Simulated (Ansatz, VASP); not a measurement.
Be2ZnN2 in VASP and in Ansatz

Contents of INCAR:

```
SYSTEM = Be2ZnN2
PREC     = Accurate       ! precision mode
ENCUT    = 600            ! plane-wave cutoff, eV
EDIFF    = 1E-6           ! SCF threshold, eV
ISMEAR   = 0              ! smearing method
SIGMA    = 0.1            ! smearing width, eV
LREAL    = .False.        ! projectors in reciprocal space
LASPH    = .True.         ! aspherical terms in the spheres
NELM     = 100            ! most SCF steps
ALGO     = Normal         ! electronic algorithm
ISIF     = 3              ! what is computed and relaxed
LWAVE    = .False.        ! write WAVECAR
LCHARG   = .False.        ! write CHGCAR
GGA      = PE             ! functional
IBRION   = 2              ! ionic algorithm
NSW      = 100            ! ionic steps
EDIFFG   = -0.005         ! ionic threshold
```

File KPOINTS:

```
Automatic mesh
0
Gamma
  18 18 18
  0 0 0
```

File POSCAR:

```
Be2ZnN2
1.0
   -1.3670624257      1.3670624257      5.7317981803
    1.3670624257     -1.3670624257      5.7317981803
    1.3670624257      1.3670624257     -5.7317981803
Be Zn N
2 1 2
Direct
    0.3100423923      0.3100423923      0.0000000000
    0.6899576077      0.6899576077      0.0000000000
    0.0000000000      0.0000000000      0.0000000000
    0.1606544795      0.1606544795      0.0000000000
    0.8393455205      0.8393455205      0.0000000000
```

Input for Ansatz:

```yaml
crystal:
  lattice:
    - [-1.3670624257, 1.3670624257, 5.7317981803]
    - [1.3670624257, -1.3670624257, 5.7317981803]
    - [1.3670624257, 1.3670624257, -5.7317981803]
  atoms:
    - { symbol: Be, position: [0.3100423923, 0.3100423923, 0.0] }
    - { symbol: Be, position: [0.6899576077, 0.6899576077, 0.0] }
    - { symbol: Zn, position: [0.0, 0.0, 0.0] }
    - { symbol: "N", position: [0.1606544795, 0.1606544795, 0.0] }
    - { symbol: "N", position: [0.8393455205, 0.8393455205, 0.0] }
basis:
  ecutwfc: 420
kpoints:
  mp_grid: { grid: [18, 18, 18] }
hamiltonian:
  xc: pbe
scf:
  occupations: { method: gaussian, width: 0.1 }
output:
  forces: true
  stress: true
  eigenvalues: true
relax:
  adjacent_minimum: "off"
  f_tol: 0.005
  max_steps: 80
  cell: { stress_tol: 0.05 }
```

Alike in both runs: task relaxation of cell and atoms; functional PBE; k mesh 18 × 18 × 18; occupations gaussian, width 0.1 eV; no spin polarisation.

|  | VASP | Ansatz |
| --- | --- | --- |
| version | VASP 6.6.1 | Ansatz 0.2.0 |
| potentials or method | VASP PAW PBE potentials, release 64 (Be, Zn, N), cutoff 600 eV | scalar-relativistic, plane waves, PAW |
| valence electrons in the cell | 26 | 26 |

```tsv
	VASP	Ansatz	Ansatz less VASP
gap on the k mesh at the Fermi level, each at its own relaxed structure (eV)	none	none	-
relaxed volume (Å³/atom)	8.60	8.58	-0.012
relaxed cell length with the largest relative difference (Å)	6.066	6.050	-0.0160
```

A gap of «none» marks a metal or a gap that the smearing closes.
